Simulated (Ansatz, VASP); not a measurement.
# One calculation of Te3MoPt, two programs

```
Te Mo Pt
1.0
     4.13410    0.00000    0.00000
     0.00000    4.13410    0.00000
     0.00000    0.00000    8.29058
Te Mo Pt
3 1 1
Direct
  0.50000 0.50000 0.07231
  0.00000 0.50000 0.55026
  0.50000 0.00000 0.55026
  0.50000 0.50000 0.76481
  0.00000 0.00000 0.90425
```

Change from the starting cell: species swapped into the CeBPt3 type (P4mm, No. 99).

Alike in both runs: functional PBE; k mesh 10 × 10 × 6; occupations gaussian, width 0.1 eV; no spin polarisation.

Ansatz relaxed the structure, and its values are those at the end. VASP's run is a single point on that final structure, the one shown.

```csv
,VASP,Ansatz
version,VASP 6.6.1,Ansatz 0.2.0
potentials or method,"VASP PAW PBE potentials, release 64 (Te, Mo_sv, Pt), cutoff 520 eV","scalar-relativistic, plane waves, PAW"
valence electrons in the cell,42,80
```

Ansatz gave:

| Quantity | Value |
| --- | --- |
| gap on the k mesh at the Fermi level (eV) | none |
| pressure (GPa) | 0.0 |
| rms of the force components (eV/Å) | 0.001 |

Q: Which values does VASP return?

A: gap on the k mesh at the Fermi level (eV): none; pressure (GPa): 0.0; rms of the force components (eV/Å): 0.008.

A gap of «none» marks a metal or a gap that the smearing closes. VASP's potentials hold 42 valence electrons a cell and Ansatz's 80, so a difference there can come from the potentials and not from the codes.

Neither program's run includes spin-orbit coupling.
